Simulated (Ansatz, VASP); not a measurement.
This is a calculation of GaSb3 for Ansatz 0.2.0.

Contents of input.yaml:

```yaml
crystal:
  lattice:
    - [0.0, 3.7553016472, 3.7553016472]
    - [3.7553016472, 0.0, 3.7553016472]
    - [3.7553016472, 3.7553016472, 0.0]
  atoms:
    - { symbol: Sb, position: [0.5, 0.5, 0.5] }
    - { symbol: Sb, position: [0.75, 0.75, 0.75] }
    - { symbol: Sb, position: [0.25, 0.25, 0.25] }
    - { symbol: Ga, position: [0.0, 0.0, 0.0] }
hamiltonian:
  xc: pbe
  pseudopotentials: { kind: paw }
kpoints:
  mp_grid: { grid: [6, 6, 6] }
scf:
  occupations: { method: fermi_dirac, width: 0.05 }
output:
  forces: true
  stress: true
  eigenvalues: true
```

Potentials or basis: Ansatz PAW.

Run with:

```bash
$ ansatz run input.yaml --threads 2 --pin off --max-ram 5632MiB --backend cpu --events-out ev --progress --plain --runs-dir out
```

Question: Set up the same calculation for VASP 6.6.1. Potentials there: VASP PAW PBE potentials, release 64 (Sb, Ga_d).

Answer: As run (the cutoff follows the program's own potentials):

File INCAR:

```
  PREC = Accurate
  ENCUT = 500
  EDIFF = 1E-6
  ISMEAR = -1
  SIGMA = 0.05
  LREAL = False
  LASPH = True
  NELM = 120
  ALGO = Normal
  ISIF = 2
  LWAVE = False
  LCHARG = False
  GGA = PE
  NBANDS = 22
  GGA_COMPAT = False
```

File KPOINTS:

```
Automatic mesh
0
Gamma
  6 6 6
```

POSCAR

```
GaSb3
1.0
    0.0000000000      3.7553016472      3.7553016472
    3.7553016472      0.0000000000      3.7553016472
    3.7553016472      3.7553016472      0.0000000000
Sb Ga
3 1
Direct
    0.5000000000      0.5000000000      0.5000000000
    0.7500000000      0.7500000000      0.7500000000
    0.2500000000      0.2500000000      0.2500000000
    0.0000000000      0.0000000000      0.0000000000
```

Potentials or basis: VASP PAW PBE potentials, release 64 (Sb, Ga_d).

Launch:

```sh
$ cat potpaw_PBE.64/Sb/POTCAR potpaw_PBE.64/Ga_d/POTCAR > POTCAR
$ mpirun -np 1 vasp_std > vasp.out
```

Both were run:

|  | VASP | Ansatz | Ansatz less VASP |
| --- | --- | --- | --- |
| gap on the k mesh at the Fermi level (eV) | none | none | - |
| pressure (GPa) | -1.5 | -1.4 | +0.10 |

A gap of «none» marks a metal or a gap that the smearing closes. VASP's potentials hold 28 valence electrons a cell and Ansatz's 58, so a difference there can come from the potentials and not from the codes.

Spin-orbit coupling is off throughout.
